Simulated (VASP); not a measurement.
# Na in VASP: single point with PBE+D3(BJ)

Aim: the single point of Na with PBE+D3(BJ).

All numbers are computed with VASP 6.6.1; they aren't measurements. Logs are shortened: lines on timing, memory, paths and dates and some standing lists are left out, and cuts for length are marked.

### Step 1. The cell of the first run

The cell holds a molecule in a box, 1 atom: a = 15.000 Å, b = 15.500 Å, c = 16.000 Å, α = 90.00°, β = 90.00°, γ = 90.00°.

### Step 2. Single point, PBE+D3(BJ), collinear spin

Contents of INCAR:

```
PREC = Accurate
ENCUT = 400
EDIFF = 1E-6
ISMEAR = 0
SIGMA = 0.005
LREAL = False
LASPH = True
NELM = 200
ALGO = Normal
ISIF = 2
LWAVE = False
LCHARG = False
ISPIN = 2
MAGMOM = 1
LORBIT = 11
GGA = PE
IVDW = 12
ISYM = 0
NBANDS = 14
GGA_COMPAT = False
NELMDL = -8
```

Contents of KPOINTS:

```
Automatic mesh
0
Gamma
  1 1 1
```

Contents of POSCAR:

```
Na
1.0
   15.0000000000      0.0000000000      0.0000000000
    0.0000000000     15.5000000000      0.0000000000
    0.0000000000      0.0000000000     16.0000000000
Na
1
Direct
    0.5000000000      0.5000000000      0.5000000000
```

Potentials or basis: VASP PAW PBE potentials, release 64 (Na_pv).

The run is started by

```sh
$ cat potpaw_PBE.64/Na_pv/POTCAR > POTCAR
$ mpirun -np 1 vasp_gam > vasp.out
```

OUTCAR:

```text
PREC = Accurate
   ENCUT = 400
   EDIFF = 1E-6
   ISMEAR = 0
   LREAL = False
   LASPH = True
   NELM = 200
   ISIF = 2
   ISPIN = 2
   LORBIT = 11
   GGA = PE
   IVDW = 12
   ISYM = 0
   NELMDL = -8
 IVDW          = 12

 ion  position               nearest neighbor table
   1  0.500  0.500  0.500-

IMPORTANT INFORMATION: All symmetrisations will be switched off!
NOSYMM: (Re-)initialisation of all symmetry stuff for point group C_1.

----------------------------------------------------------------------------------------

                                     Primitive cell

  volume of cell :    3720.0000

  direct lattice vectors                    reciprocal lattice vectors
    15.000000000  0.000000000  0.000000000     0.066666667  0.000000000  0.000000000
     0.000000000 15.500000000  0.000000000     0.000000000  0.064516129  0.000000000
     0.000000000  0.000000000 16.000000000     0.000000000  0.000000000  0.062500000

  length of vectors
    15.000000000 15.500000000 16.000000000     0.066666667  0.064516129  0.062500000

  position of ions in fractional coordinates (direct lattice)
     0.500000000  0.500000000  0.500000000

  ion indices of the primitive-cell ions
   primitive index   ion index
                 1           1

----------------------------------------------------------------------------------------

 KPOINTS: Automatic mesh

Automatic generation of k-mesh.
 Grid dimensions read from file:
 generate k-points for:    1    1    1

 Generating k-lattice:

  Cartesian coordinates                     Fractional coordinates (reciprocal lattice)
     0.066666667  0.000000000  0.000000000     1.000000000  0.000000000  0.000000000
     0.000000000  0.064516129  0.000000000     0.000000000  1.000000000  0.000000000
     0.000000000  0.000000000  0.062500000     0.000000000  0.000000000  1.000000000

  Length of vectors
     0.066666667  0.064516129  0.062500000

  Shift w.r.t. Gamma in fractional coordinates (k-lattice)
     0.000000000  0.000000000  0.000000000

 Subroutine IBZKPT returns following result:
 ===========================================

 Found      1 irreducible k-points:

 Following reciprocal coordinates:
            Coordinates               Weight
  0.000000  0.000000  0.000000      1.000000
   k-points           NKPTS =      1   k-points in BZ     NKDIM =      1   number of bands    NBANDS=     14
   number of dos      NEDOS =    301   number of ions     NIONS =      1
   total plane-waves  NPLWV = ******
   dimension x,y,z NGX =    98 NGY =  108 NGZ =  108
   dimension x,y,z NGXF=   196 NGYF=  216 NGZF=  216
   ions per type =               1
   NGX,Y,Z   is equivalent  to a cutoff of  10.86, 11.58, 11.22 a.u.
   NGXF,Y,Z  is equivalent  to a cutoff of  21.72, 23.17, 22.44 a.u.
 SYSTEM =  unknown system
   PREC   = accura    normal or accurate (medium, high low for compatibility)
   ISTART =      0    job   : 0-new  1-cont  2-samecut
   ICHARG =      2    charge: 1-file 2-atom 10-const
   ISPIN  =      2    spin polarized calculation?
   LNONCOLLINEAR =      F non collinear calculations
   LSORBIT =      F    spin-orbit coupling
   LASPH  =      T    aspherical Exc in radial PAW
   ENCUT  =  400.0 eV  29.40 Ry    5.42 a.u.  24.46 25.28 26.09*2*pi/ulx,y,z
   NELM   =    200;   NELMIN=  2; NELMDL= -8     # of ELM steps
   EDIFF  = 0.1E-05   stopping-criterion for ELM
   LREAL  =      F    real-space projection
   EDIFFG = 0.1E-04   stopping-criterion for IOM
   NSW    =      0    number of steps for IOM
   IBRION =     -1    ionic relax: 0-MD 1-quasi-New 2-CG
   NFREE  =      0    steps in history (QN), initial steepest desc. (CG)
   ISIF   =      2    stress and relaxation
   ISYM   =      0    0-nonsym 1-usesym 2-fastsym
   POTIM  = 0.5000    time-step for ionic-motion
   TEBEG  =    0.0;   TEEND  =   0.0 temperature during run
   PSTRESS=    0.0 pullay stress
   NELECT =       7.0000    total number of electrons
   NUPDOWN=      -1.0000    fix difference up-down
   EMIN   =  10.00;   EMAX   =-10.00  energy-range for DOS
   EFERMI =   0.00;   METHOD = LEGACY
   ISMEAR =     0;   SIGMA  =   0.01  broadening in eV -4-tet -1-fermi 0-gaus
   EFERMI_NEDOS =   21; number of points for ismear=-14 and -15
   IALGO  =     38    algorithm
   IMIX   =      4    mixing-type and parameters
     AMIX     =   0.40;   BMIX     =  1.00
     AMIX_MAG =   1.60;   BMIX_MAG =  1.00
  volume/ion in A,a.u.               =    3720.00     25103.80
  Fermi-wavevector in a.u.,A,eV,Ry     =   0.202113  0.381937  0.555791  0.040849
  Thomas-Fermi vector in A             =   0.958629
   LORBIT       =     11    0 simple, 1 ext, 2 COOP (PROOUT), +10 PAW based schemes
   GGA     = PE    functional components
   LHFCALC =     F    Hartree Fock is set to
   AEXX    =    0.0000 exact exchange contribution
   IVDW    =    12    specifies the selected vdW correction
   LEPSILON=     F    determine dielectric tensor
   LRPA    =     F    only Hartree local field effects (RPA)
 spin polarized calculation
 Gauss-broadening in eV      SIGMA  =   0.01
  energy-cutoff  :      400.00
  volume of cell :     3720.00
 maximum number of plane-waves:     33758
 NGX is ok and might be reduce to    98
   NGX = 49   NGY = 51   NGZ = 53

 number of electron       6.9999999 magnetization       1.0000000

 Free energy of the ion-electron system (eV)
  ---------------------------------------------------
  ext. energy  EPLUGINS =         0.00000000
  ---------------------------------------------------
  free energy    TOTEN  =        -0.22817238 eV

  energy without entropy =       -0.22817238  energy(sigma->0) =       -0.22817238

 E-fermi :  -2.9285     XC(G=0):  -0.2670

 val. band max:       -2.9986565801   @ k =   0.0000   0.0000   0.0000
 cond. band min:      -1.3578295586   @ k =   0.0000   0.0000   0.0000
 fundamental gap:      1.6408270215
 Fermi energy:        -2.9284560708

 spin component 1

 k-point     1 :       0.0000    0.0000    0.0000
  band No.  band energies     occupation
      1     -28.5389      1.00000
      2     -28.5389      1.00000
      3     -28.5389      1.00000
      4      -2.9987      1.00000
      5      -0.8876      0.00000
      6      -0.8852      0.00000
      7      -0.8820      0.00000
      8      -0.2381      0.00000
      9       0.2439      0.00000
     10       0.2521      0.00000
     11       0.5106      0.00000
     12       0.5474      0.00000
     13       0.5548      0.00000
     14       0.5684      0.00000
 Fermi energy:        -2.9284560708

 spin component 2

 k-point     1 :       0.0000    0.0000    0.0000
  band No.  band energies     occupation
      1     -28.4535      1.00000
      2     -28.4535      1.00000
      3     -28.4535      1.00000
      4      -1.3578      0.00000
      5       0.1104      0.00000
      6       0.5796      0.00000
      7       0.6147      0.00000
      8       0.6390      0.00000
      9       0.6512      0.00000
     10       0.6915      0.00000
     11       0.9007      0.00000
     12       1.0765      0.00000
     13       1.0870      0.00000
     14       1.1057      0.00000

------------------------ aborting loop because EDIFF is reached ----------------------------------------

 Edisp (eV)   -0.00031

 E8    (eV) :    -0.0000

  FORCE on cell =-STRESS in cart. coord.  units (eV):
  Direction    XX          YY          ZZ          XY          YZ          ZX
  --------------------------------------------------------------------------------------
  -------------------------------------------------------------------------------------
  Total      -0.04470    -0.04403    -0.04122     0.00000     0.00000    -0.00000
  in kB      -0.01925    -0.01896    -0.01775     0.00000     0.00000    -0.00000
  external pressure =       -0.02 kB  Pullay stress =        0.00 kB

 VOLUME and BASIS-vectors are now :
 -----------------------------------------------------------------------------
  energy-cutoff  :      400.00
  volume of cell :     3720.00
      direct lattice vectors                 reciprocal lattice vectors
    15.000000000  0.000000000  0.000000000     0.066666667  0.000000000  0.000000000
     0.000000000 15.500000000  0.000000000     0.000000000  0.064516129  0.000000000
     0.000000000  0.000000000 16.000000000     0.000000000  0.000000000  0.062500000

 POSITION                                       TOTAL-FORCE (eV/Angst)
 -----------------------------------------------------------------------------------
      7.50000      7.75000      8.00000        -0.000000     -0.000000     -0.000000
 -----------------------------------------------------------------------------------
    total drift:                               -0.000000     -0.000000     -0.000000

  FREE ENERGIE OF THE ION-ELECTRON SYSTEM (eV)
  ---------------------------------------------------
  free  energy   TOTEN  =        -0.2284814586 eV

  energy  without entropy=       -0.2284814586  energy(sigma->0) =       -0.22848146

 total charge

# of ion       s       p       d       tot
------------------------------------------
    1        0.114   5.940   0.000   6.053

 magnetization (x)

# of ion       s       p       d       tot
------------------------------------------
    1        0.114  -0.001   0.000   0.113
```

It took 10 min on 1 thread of Intel Xeon Platinum 8488C (Sapphire Rapids), shared host; peak memory 2.4 GiB.

Results:

```
Free energy                                           : -0.2285 eV
Gap between the frontier levels                       : 1.64 eV
Net moment                                            : 1.00 μB per cell
Site moments                                          : Na +0.11 μB
Valence electrons inside the program's atomic spheres : Na 6.05
Dispersion energy per atom                            : 0.000 eV
```
